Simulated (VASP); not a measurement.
# Pd (Fm-3m) in VASP: a series of runs

Pd is run at these levels: PBE; tasks: single point, relaxation of cell and atoms.

All numbers are computed with VASP 6.6.1; they aren't measurements. Logs are shortened: lines on timing, memory, paths and dates and some standing lists are left out, and cuts for length are marked.

### Step 1. The cell of the first run

Symmetry: Fm-3m, No. 225, cubic system. Conventional cell: a = 3.942 Å, b = 3.942 Å, c = 3.942 Å, α = 90.00°, β = 90.00°, γ = 90.00°. Within 3.7 Å of Pd (site symmetry m-3m) lie 12 Pd at 2.79 Å.

### Step 2. Single point, PBE

Input file INCAR:

```
  PREC = Accurate
  ENCUT = 500
  EDIFF = 1E-6
  ISMEAR = 0
  SIGMA = 0.1
  LREAL = False
  LASPH = True
  NELM = 120
  ALGO = Normal
  ISIF = 2
  LWAVE = False
  LCHARG = False
  GGA = PE
  NBANDS = 11
  GGA_COMPAT = False
```

Input file KPOINTS:

```
regular mesh
0
Gamma
  12 12 12
```

Input file POSCAR:

```
Pd
1.0
    0.0000000000      1.9707712606      1.9707712606
    1.9707712606      0.0000000000      1.9707712606
    1.9707712606      1.9707712606      0.0000000000
Pd
1
Direct
    0.0000000000      0.0000000000      0.0000000000
```

Potentials or basis: VASP PAW PBE potentials, release 64 (Pd).

Started as:

```sh
$ cat potpaw_PBE.64/Pd/POTCAR > POTCAR
$ mpirun -np 1 vasp_std > vasp.out
```

OUTCAR:

```text
PREC = Accurate
   ENCUT = 500
   EDIFF = 1E-6
   ISMEAR = 0
   LREAL = False
   LASPH = True
   NELM = 120
   ISIF = 2
   GGA = PE

 ion  position               nearest neighbor table
   1  0.000  0.000  0.000-

  LATTYP: Found a face centered cubic cell.
 ALAT       =     3.9415425212

  Lattice vectors:

 A1 = (   0.0000000000,   1.9707712606,   1.9707712606)
 A2 = (   1.9707712606,   0.0000000000,   1.9707712606)
 A3 = (   1.9707712606,   1.9707712606,   0.0000000000)

Analysis of symmetry for initial positions (statically):
=====================================================================
 Subroutine PRICEL returns:
 Original cell was already a primitive cell.

 Routine SETGRP: Setting up the symmetry group for a
 face centered cubic supercell.

 Subroutine GETGRP returns: Found 48 space group operations
 (whereof 48 operations were pure point group operations)
 out of a pool of 48 trial point group operations.

The static configuration has the point symmetry O_h .

Analysis of symmetry for dynamics (positions and initial velocities):
=====================================================================
 Subroutine PRICEL returns:
 Original cell was already a primitive cell.

 Routine SETGRP: Setting up the symmetry group for a
 face centered cubic supercell.

 Subroutine GETGRP returns: Found 48 space group operations
 (whereof 48 operations were pure point group operations)
 out of a pool of 48 trial point group operations.

The dynamic configuration has the point symmetry O_h .

 Subroutine INISYM returns: Found 48 space group operations
 (whereof 48 operations are pure point group operations),
 and found     1 'primitive' translations

----------------------------------------------------------------------------------------

                                     Primitive cell

  volume of cell :      15.3087

  direct lattice vectors                    reciprocal lattice vectors
     0.000000000  1.970771261  1.970771261    -0.253707779  0.253707779  0.253707779
     1.970771261  0.000000000  1.970771261     0.253707779 -0.253707779  0.253707779
     1.970771261  1.970771261  0.000000000     0.253707779  0.253707779 -0.253707779

  length of vectors
     2.787091445  2.787091445  2.787091445     0.439434764  0.439434764  0.439434764

  position of ions in fractional coordinates (direct lattice)
     0.000000000  0.000000000  0.000000000

  ion indices of the primitive-cell ions
   primitive index   ion index
                 1           1

----------------------------------------------------------------------------------------

 KPOINTS: regular mesh

Automatic generation of k-mesh.
 Grid dimensions read from file:
 generate k-points for:   12   12   12

 Generating k-lattice:

  Cartesian coordinates                     Fractional coordinates (reciprocal lattice)
    -0.021142315  0.021142315  0.021142315     0.083333333  0.000000000  0.000000000
     0.021142315 -0.021142315  0.021142315     0.000000000  0.083333333  0.000000000
     0.021142315  0.021142315 -0.021142315     0.000000000  0.000000000  0.083333333

  Length of vectors
     0.036619564  0.036619564  0.036619564

  Shift w.r.t. Gamma in fractional coordinates (k-lattice)
     0.000000000  0.000000000  0.000000000

 Subroutine IBZKPT returns following result:
 ===========================================

 Found     72 irreducible k-points:

 Following reciprocal coordinates:
            Coordinates               Weight
  0.000000  0.000000  0.000000      1.000000
  0.083333  0.000000  0.000000      8.000000
  0.166667  0.000000  0.000000      8.000000
  0.250000  0.000000  0.000000      8.000000
  0.333333  0.000000  0.000000      8.000000
  0.416667  0.000000  0.000000      8.000000
[... 16 lines left out ...]
  0.500000  0.166667  0.000000     24.000000
 -0.416667  0.166667  0.000000     24.000000
 [... further k-points ...]
   k-points           NKPTS =     72   k-points in BZ     NKDIM =     72   number of bands    NBANDS=     11
   number of dos      NEDOS =    301   number of ions     NIONS =      1
   total plane-waves  NPLWV =   8000
   dimension x,y,z NGX =    20 NGY =   20 NGZ =   20
   dimension x,y,z NGXF=    40 NGYF=   40 NGZF=   40
   ions per type =               1
   NGX,Y,Z   is equivalent  to a cutoff of  11.93, 11.93, 11.93 a.u.
   NGXF,Y,Z  is equivalent  to a cutoff of  23.86, 23.86, 23.86 a.u.
 SYSTEM =  unknown system
   PREC   = accura    normal or accurate (medium, high low for compatibility)
   ISTART =      0    job   : 0-new  1-cont  2-samecut
   ICHARG =      2    charge: 1-file 2-atom 10-const
   ISPIN  =      1    spin polarized calculation?
   LNONCOLLINEAR =      F non collinear calculations
   LSORBIT =      F    spin-orbit coupling
   LASPH  =      T    aspherical Exc in radial PAW
   ENCUT  =  500.0 eV  36.75 Ry    6.06 a.u.   5.08  5.08  5.08*2*pi/ulx,y,z
   NELM   =    120;   NELMIN=  2; NELMDL= -5     # of ELM steps
   EDIFF  = 0.1E-05   stopping-criterion for ELM
   LREAL  =      F    real-space projection
   EDIFFG = 0.1E-04   stopping-criterion for IOM
   NSW    =      0    number of steps for IOM
   IBRION =     -1    ionic relax: 0-MD 1-quasi-New 2-CG
   NFREE  =      0    steps in history (QN), initial steepest desc. (CG)
   ISIF   =      2    stress and relaxation
   ISYM   =      2    0-nonsym 1-usesym 2-fastsym
   POTIM  = 0.5000    time-step for ionic-motion
   TEBEG  =    0.0;   TEEND  =   0.0 temperature during run
   PSTRESS=    0.0 pullay stress
   NELECT =      10.0000    total number of electrons
   NUPDOWN=      -1.0000    fix difference up-down
   EMIN   =  10.00;   EMAX   =-10.00  energy-range for DOS
   EFERMI =   0.00;   METHOD = LEGACY
   ISMEAR =     0;   SIGMA  =   0.10  broadening in eV -4-tet -1-fermi 0-gaus
   EFERMI_NEDOS =   21; number of points for ismear=-14 and -15
   IALGO  =     38    algorithm
   IMIX   =      4    mixing-type and parameters
     AMIX     =   0.40;   BMIX     =  1.00
     AMIX_MAG =   1.60;   BMIX_MAG =  1.00
  volume/ion in A,a.u.               =      15.31       103.31
  Fermi-wavevector in a.u.,A,eV,Ry     =   1.420459  2.684278 27.452515  2.017703
  Thomas-Fermi vector in A             =   2.541372
   LORBIT       =      0    0 simple, 1 ext, 2 COOP (PROOUT), +10 PAW based schemes
   GGA     = PE    functional components
   LHFCALC =     F    Hartree Fock is set to
   AEXX    =    0.0000 exact exchange contribution
   IVDW    =     0    specifies the selected vdW correction
   LEPSILON=     F    determine dielectric tensor
   LRPA    =     F    only Hartree local field effects (RPA)
 non-spin polarized calculation
 Gauss-broadening in eV      SIGMA  =   0.10
  energy-cutoff  :      500.00
  volume of cell :       15.31
 maximum number of plane-waves:       399
   NGX = 11   NGY = 11   NGZ = 11

 number of electron      10.0000000 magnetization

 number of electron       9.9999995 magnetization

 Free energy of the ion-electron system (eV)
  ---------------------------------------------------
  ext. energy  EPLUGINS =         0.00000000
  ---------------------------------------------------
  free energy    TOTEN  =        -5.22642418 eV

  energy without entropy =       -5.21308712  energy(sigma->0) =       -5.21975565

 E-fermi :   9.1330     XC(G=0): -12.9556

 val. band max:        9.1309452552   @ k =  -0.4167   0.4167   0.1667
 cond. band min:       9.1364669550   @ k =  -0.3333   0.4167   0.0833
 fundamental gap:      0.0055216998
 Fermi energy:         9.1330146409

 k-point     1 :       0.0000    0.0000    0.0000
  band No.  band energies     occupation
      1       2.3125      2.00000
      2       6.4840      2.00000
      3       6.4840      2.00000
      4       6.4840      2.00000
      5       7.9997      2.00000
      6       7.9997      2.00000
      7      26.3355      0.00000
      8      30.9029      0.00000
      9      30.9029      0.00000
     10      30.9029      0.00000
     11      35.4675      0.00000

 k-point     2 :       0.0833    0.0000    0.0000
  band No.  band energies     occupation
      1       2.5548      2.00000
      2       6.4041      2.00000
      3       6.5642      2.00000
      4       6.5642      2.00000
      5       7.9639      2.00000
      6       7.9639      2.00000
      7      26.5561      0.00000
      8      29.4117      0.00000
      9      31.1621      0.00000
     10      31.1621      0.00000
     11      35.6097      0.00000

 k-point     3 :       0.1667    0.0000    0.0000
  band No.  band energies     occupation
      1       3.2132      2.00000
      2       6.2664      2.00000
      3       6.7266      2.00000
      4       6.7266      2.00000
      5       7.9412      2.00000
      6       7.9412      2.00000
      7      26.1648      0.00000
      8      27.5721      0.00000
      9      31.8203      0.00000
     10      31.8203      0.00000
     11      35.0091      0.00000

 k-point     4 :       0.2500    0.0000    0.0000
  band No.  band energies     occupation
      1       3.9604      2.00000
      2       6.4625      2.00000
      3       6.7615      2.00000
      4       6.7615      2.00000
      5       8.1438      2.00000
      6       8.1438      2.00000
      7      23.3834      0.00000
      8      27.3019      0.00000
      9      32.3144      0.00000
     10      32.3144      0.00000
     11      34.6241      0.00000
[... 239 lines left out ...]
 k-point    22 :       0.4167    0.1667    0.0000
  band No.  band energies     occupation
      1       4.7166      2.00000
      2       6.0952      2.00000
      3       6.6553      2.00000
      4       7.1516      2.00000
      5       9.0867      1.48775
      6      10.3399      0.00000
      7      19.6823      0.00000
      8      26.2111      0.00000
      9      27.3525      0.00000
     10      29.0837      0.00000
     11      35.5948      0.00000

 k-point    23 :       0.5000    0.1667    0.0000
  band No.  band energies     occupation
      1       4.6843      2.00000
      2       6.0387      2.00000
      3       7.0149      2.00000
      4       7.1612      2.00000
      5       9.1684      0.61708
      6      12.1712      0.00000
      7      16.9997      0.00000
      8      25.3426      0.00000
      9      27.6242      0.00000
     10      28.2014      0.00000
     11      35.6124      0.00000

 k-point    24 :      -0.4167    0.1667    0.0000
  band No.  band energies     occupation
      1       4.7329      2.00000
      2       6.0447      2.00000
      3       6.9502      2.00000
      4       7.3564      2.00000
      5       8.9176      1.99768
      6      12.7129      0.00000
      7      16.4860      0.00000
      8      24.7351      0.00000
      9      27.7885      0.00000
     10      28.6517      0.00000
     11      35.6154      0.00000

 [... further k-points ...]
[... 5 lines left out ...]
  --------------------------------------------------------------------------------------
  -------------------------------------------------------------------------------------
  Total       -0.0234936     -0.0234936     -0.0234936      0.0000000      0.0000000      0.0000000
  in kB       -2.4587926     -2.4587926     -2.4587926      0.0000000      0.0000000      0.0000000
  external PRESSURE =      -2.4587926 kB  Pullay stress =       0.0000000 kB

 VOLUME and BASIS-vectors are now :
 -----------------------------------------------------------------------------
  energy-cutoff  :      500.00
  volume of cell :       15.31
      direct lattice vectors                 reciprocal lattice vectors
     0.000000000  1.970771261  1.970771261    -0.253707779  0.253707779  0.253707779
     1.970771261  0.000000000  1.970771261     0.253707779 -0.253707779  0.253707779
     1.970771261  1.970771261  0.000000000     0.253707779  0.253707779 -0.253707779

 POSITION                                       TOTAL-FORCE (eV/Angst)
 -----------------------------------------------------------------------------------
      0.00000      0.00000      0.00000         0.000000      0.000000      0.000000
 -----------------------------------------------------------------------------------
    total drift:                                0.000000     -0.000000     -0.000000

  FREE ENERGIE OF THE ION-ELECTRON SYSTEM (eV)
  ---------------------------------------------------
  free  energy   TOTEN  =        -5.2264241808 eV

  energy  without entropy=       -5.2130871226  energy(sigma->0) =       -5.21975565
```

It took 5.8 s on 1 thread of Intel Xeon 6975P-C (Granite Rapids), shared host; peak memory 0.13 GiB.

What came out:

```yaml
Free_energy: -5.2264 eV
Pressure: -0.2 GPa
Band_gap_on_the_k_mesh: zero (band 5 reaches 9.42 eV, above the bottom of band 6 at 7.94 eV)
```

### Step 3. Relaxation of cell and atoms, PBE

This run uses another cell than the first one, of 14.83 Å³/atom, 0.969 times its volume.

Input file INCAR:

```
ALGO     = Normal         # electronic algorithm
EDIFF    = 1E-7           # SCF threshold, eV
EDIFFG   = -0.003         # ionic threshold
ENCUT    = 500            # plane-wave cutoff, eV
GGA      = PE             # functional
GGA_COMPAT= False        
IBRION   = 2              # ionic algorithm
ISIF     = 3              # what is computed and relaxed
ISMEAR   = 0              # smearing method
LASPH    = True           # aspherical terms in the spheres
LCHARG   = False          # write CHGCAR
LREAL    = False          # projectors in reciprocal space
LWAVE    = False          # write WAVECAR
NELM     = 120            # most SCF steps
NELMIN   = 4            
NSW      = 80             # ionic steps
PREC     = Accurate       # precision mode
SIGMA    = 0.1            # smearing width, eV
```

Input file KPOINTS:

```
k-points
0
Gamma
  12 12 12
```

Input file POSCAR:

```
Pd
1.0
    0.0000000000      1.9500000000      1.9500000000
    1.9500000000      0.0000000000      1.9500000000
    1.9500000000      1.9500000000      0.0000000000
Pd
1
Direct
    0.0000000000      0.0000000000      0.0000000000
```

Potentials or basis: VASP PAW PBE potentials, release 64 (Pd).

Started as:

```sh
$ cat potpaw_PBE.64/Pd/POTCAR > POTCAR
$ mpirun -np 1 vasp_std > vasp.out
```

Wall time 8.3 s (1 thread of Intel Xeon 6975P-C (Granite Rapids), shared host); peak memory 0.13 GiB.

The run converged. Its results:

```
Free energy                            : -5.2263 eV
Relaxed volume                         : 15.29 Å³/atom
Relaxed cell                           : a = 2.786 Å, b = 2.786 Å, c = 2.786 Å, α = 60.00°, β = 60.00°, γ = 60.00°
Space group after relaxing (to 0.05 Å) : Fm-3m (No. 225)
Energy gained by relaxing              : 7.6 meV/atom
Ionic steps                            : 3
Pressure after relaxing                : 0.0 GPa
Band gap on the k mesh                 : zero (band 5 reaches 9.44 eV, above the bottom of band 6 at 7.96 eV)
```

The path:
```
step  energy change (eV)  largest force (eV/Å)  pressure (GPa)  volume (Å³)
   1              0.0000                0.0000            5.53        14.83
   2              0.0064                0.0000           -6.40        15.96
   3             -0.0076                0.0000           -0.03        15.29
```

Final structure:
```yaml
crystal:
  lattice:
    - [0.00000, 1.97003, 1.97003]
    - [1.97003, 0.00000, 1.97003]
    - [1.97003, 1.97003, 0.00000]
  atoms:
    - { symbol: Pd, position: [0.00000, 0.00000, 0.00000] }
```

Levels at points of the mesh, in eV from the Fermi level:
| k point | band 3 | band 4 | band 5 | band 6 | band 7 | band 8 |
| --- | --- | --- | --- | --- | --- | --- |
| (0.00, 0.00, 0.00) | -2.65 | -2.65 | -1.14 | -1.14 | 17.20 | 21.78 |
| (0.50, 0.00, 0.00) | -2.69 | 0.00 | 0.00 | 1.13 | 7.07 | 16.55 |
| (0.50, 0.50, 0.00) | -0.03 | 0.29 | 0.29 | 3.39 | 10.43 | 13.05 |
